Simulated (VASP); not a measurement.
A run of VASP 6.6.1 is set up as follows.

Contents of POSCAR:

```
Tl
1.0
    0.0000000000      2.4830220000      2.4830220000
    2.4830220000      0.0000000000      2.4830220000
    2.4830220000      2.4830220000      0.0000000000
Tl
1
Direct
    0.0000000000      0.0000000000      0.0000000000
```

The input INCAR.step1:

```
ALGO = Normal
EDIFF = 1E-5
ENCUT = 550
GGA = PE
GGA_COMPAT = F
ISMEAR = -4
ISPIN = 2
LASPH = T
LCHARG = F
LREAL = F
LWAVE = T
MAGMOM = 0
NBANDS = 16
NELM = 200
PREC = Accurate
SIGMA = 0.1
```

Contents of INCAR.step2:

```
ALGO = Normal
EDIFF = 1E-6
ENCUT = 550
GGA_COMPAT = F
ISIF = 2
ISMEAR = -4
ISPIN = 2
ISTART = 1
LASPH = T
LCHARG = T
LELF = T
LMIXTAU = T
LORBIT = 11
LREAL = F
LVHAR = T
LWAVE = F
MAGMOM = 0
METAGGA = R2SCAN
NBANDS = 16
NELM = 200
PREC = Accurate
SIGMA = 0.1
```

KPOINTS

```
k-points
0
Gamma
  6 6 6
```

Potentials or basis: VASP PAW PBE potentials, release 64 (Tl_d).

Launch:

```sh
$ cat potpaw_PBE.64/Tl_d/POTCAR > POTCAR
$ cp INCAR.step1 INCAR
$ mpirun -np 1 vasp_std > vasp.out
$ cp INCAR.step2 INCAR
$ mpirun -np 1 vasp_std > vasp.out
```

**Question.** Predict the pressure.

**Answer.** 0.9 GPa.

**Question.** Predict the net moment.

**Answer.** 0.00 μB per cell.

Caveat: the k points lie up to 0.37 Å⁻¹ apart; no moment was typed at the start, so none could form; the PAW data sets were made with another functional, which shifts forces and pressure a little; tetrahedron occupations give inexact forces and stress in metals.
